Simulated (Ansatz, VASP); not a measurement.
## One calculation of SiC, two programs

INCAR

```
SYSTEM = SiC
PREC = Accurate ; ENCUT = 600
EDIFF = 1E-6 ; ISMEAR = -1
SIGMA = 0.05 ; LREAL = .False.
LASPH = .True. ; NELM = 120
ALGO = Normal ; ISIF = 2
LWAVE = .False. ; LCHARG = .False.
GGA = PE ; IVDW = 12
NBANDS = 11 ; GGA_COMPAT = .False.
```

File KPOINTS:

```
regular mesh
0
Gamma
  10 10 10
  0 0 0
```

File POSCAR:

```
SiC
1.0
    0.0000000000      2.2217363401      2.2217363401
    2.2217363401      0.0000000000      2.2217363401
    2.2217363401      2.2217363401      0.0000000000
Si C
1 1
Direct
    0.0000000000      0.0000000000      0.0000000000
    0.7500000000      0.7500000000      0.7500000000
```

Contents of input.yaml:

```yaml
crystal:
  lattice:
    - [0.0, 2.2217363401, 2.2217363401]
    - [2.2217363401, 0.0, 2.2217363401]
    - [2.2217363401, 2.2217363401, 0.0]
  atoms:
    - { symbol: Si, position: [0.0, 0.0, 0.0] }
    - { symbol: C, position: [0.75, 0.75, 0.75] }
hamiltonian:
  xc: pbe
  pseudopotentials: { kind: paw }
  dispersion: d3bj
kpoints:
  mp_grid: { grid: [10, 10, 10] }
scf:
  occupations: { method: fermi_dirac, width: 0.05 }
output:
  forces: true
  stress: true
  eigenvalues: true
```

Alike in both runs: task single point; functional PBE; dispersion D3(BJ); k mesh 10 × 10 × 10; occupations fermi-dirac, width 0.05 eV; no spin polarisation.

|  | VASP | Ansatz |
| --- | --- | --- |
| version | VASP 6.6.1 | Ansatz 0.2.0 |
| potentials or method | VASP PAW PBE potentials, release 64 (Si, C) | Ansatz PAW |
| plane-wave cutoff (eV) | 600 | 420 |
| valence electrons in the cell | 8 | 8 |

VASP gave:

```
gap on the k mesh at the Fermi level (eV) : 1.41
least direct gap on the mesh (eV)         : 4.48
pressure (GPa)                            : -12.8
```

Question: What did Ansatz give for the same quantities?

Answer: gap on the k mesh at the Fermi level (eV): 1.41; least direct gap on the mesh (eV): 4.48; pressure (GPa): -12.6.
